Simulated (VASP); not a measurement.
The system is CsTlH2.

```
CELL_PARAMETERS angstrom
5.44500 0.00000 0.00000
0.00000 5.44500 0.00000
0.00000 0.00000 4.51026
ATOMIC_POSITIONS crystal
Cs 0.50000 0.50000 0.50000
Tl 0.00000 0.00000 0.00000
H 0.50000 0.00000 0.00000
H 0.00000 0.50000 0.00000
```

```yaml
Program: VASP 6.6.1
Task: relaxation of cell and atoms
Functional: PBE
Potentials_or_basis: VASP PAW PBE potentials, release 64 (Cs_sv, Tl_d, H)
Cutoff: 600 eV
k_mesh: 8 × 8 × 10
Occupations: gaussian, width 0.1 eV
Spin: no spin polarisation
```

At the start: pressure -2.0 GPa; volume 33.43 Å³/atom.

Q: Where does the relaxation end?

A: Over 13 steps the energy falls by 88.0 meV/atom and the volume is 23.21 Å³/atom (-30.6 %); space group P4/mmm (No. 123, to 0.05 Å).

The path:
```
step  energy change (eV)  largest force (eV/Å)  pressure (GPa)  volume (Å³)
   1              0.0000                0.0000           -1.96       133.72
   2             -0.0946                0.0000           -1.85       125.96
   3             -0.3054                0.0000           -1.09       104.47
   4              0.2287                0.0000           10.11        69.02
   5             -0.3342                0.0000           -0.66        99.12
   6             -0.3445                0.0000            0.04        93.31
   7             -0.3447                0.0000           -0.05        94.03
   8             -0.3467                0.0000           -0.03        93.73
   9             -0.3508                0.0000            0.05        92.81
  10             -0.3486                0.0000            0.21        90.88
  11             -0.3519                0.0000            0.10        92.17
  12             -0.3519                0.0000            0.10        92.10
  13             -0.3521                0.0000           -0.01        92.83
```

Final structure:
```yaml
crystal:
  lattice:
    - [4.84406, 0.00000, 0.00000]
    - [0.00000, 4.84406, 0.00000]
    - [0.00000, 0.00000, 3.95630]
  atoms:
    - { symbol: Cs, position: [0.50000, 0.50000, 0.50000] }
    - { symbol: Tl, position: [0.00000, 0.00000, 0.00000] }
    - { symbol: H, position: [0.50000, 0.00000, 0.00000] }
    - { symbol: H, position: [0.00000, 0.50000, 0.00000] }
```

Caveat: the volume moved by over 15 % at a fixed basis, so the end points are rough.
